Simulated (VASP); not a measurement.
A run of VASP 6.6.1 is set up as follows.

File INCAR:

```
SYSTEM = Si5O
PREC = Accurate ; ENCUT = 520
EDIFF = 1E-6 ; ISMEAR = 0
SIGMA = 0.1 ; LREAL = .False.
LASPH = .True. ; NELM = 80
ALGO = Normal ; ISIF = 2
LWAVE = .False. ; LCHARG = .False.
GGA = PE ; NBANDS = 22
```

Contents of KPOINTS:

```
Automatic mesh
0
Gamma
  6 6 14
  0 0 0
```

The input POSCAR:

```
Si5O
1.0
    6.6252845167      0.0000000000      0.0000000000
   -3.3126422583      5.7376646987      0.0000000000
    0.0000000000      0.0000000000      2.6072904857
Si O
5 1
Direct
    0.7212525354      0.0000000000      0.0000000000
    0.0000000000      0.7212525354      0.0000000000
    0.2787474646      0.2787474646      0.0000000000
    0.3333333333      0.6666666667      0.0000000000
    0.6666666667      0.3333333333      0.0000000000
    0.0000000000      0.0000000000      0.0000000000
```

Potentials or basis: VASP PAW PBE potentials, release 64 (Si, O).

Launch:

```sh
$ cat potpaw_PBE.64/Si/POTCAR potpaw_PBE.64/O/POTCAR > POTCAR
$ mpirun -np 1 vasp_std > vasp.out
```

(1) Predict the largest force.

(2) Predict the pressure.

Answers

(1) 0.012 eV/Å.

(2) 0.0 GPa.
